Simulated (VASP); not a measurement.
Runs of VASP 6.6.1 on Ta3H8. The structure is that of space group Pm-3m (No. 221), or close to it. The cells are those of the table. 

```csv
task,cell,k mesh,cutoff (eV),gap on the mesh (eV),pressure (GPa),largest force (eV/Å)
relaxation of cell and atoms,"relaxed from a = 3.997 Å, 11 atoms",4 × 4 × 4,600,none,-0.1,0.01
single point,"a = 4.390 Å, 11 atoms",4 × 4 × 4,520,none,0.1,0.01
single point,"a = 3.997 Å, 11 atoms",4 × 4 × 4,520,none,(a),2.19
single point,"a = 4.398 Å, 11 atoms",8 × 8 × 8,520,none,0.0,0.01
```

Alike in all rows: level PBE; potentials or basis VASP PAW PBE potentials, release 64 (Ta_pv, H); no spin polarisation; smearing gaussian 0.1 eV.

**Question.** Estimate the missing entries.

**Answer.** (a) 47.2.

Caveats: some runs use coarse meshes; spin-orbit coupling is left out, which moves the levels of the heavy elements; forces of over 1 eV/Å act on the atoms, so gaps and moduli don't describe the material at rest (some runs).

A k mesh can miss the band edges, and the runs leave out spin-orbit coupling on Ta.

A gap of «none» marks levels without a gap at the run's occupations.
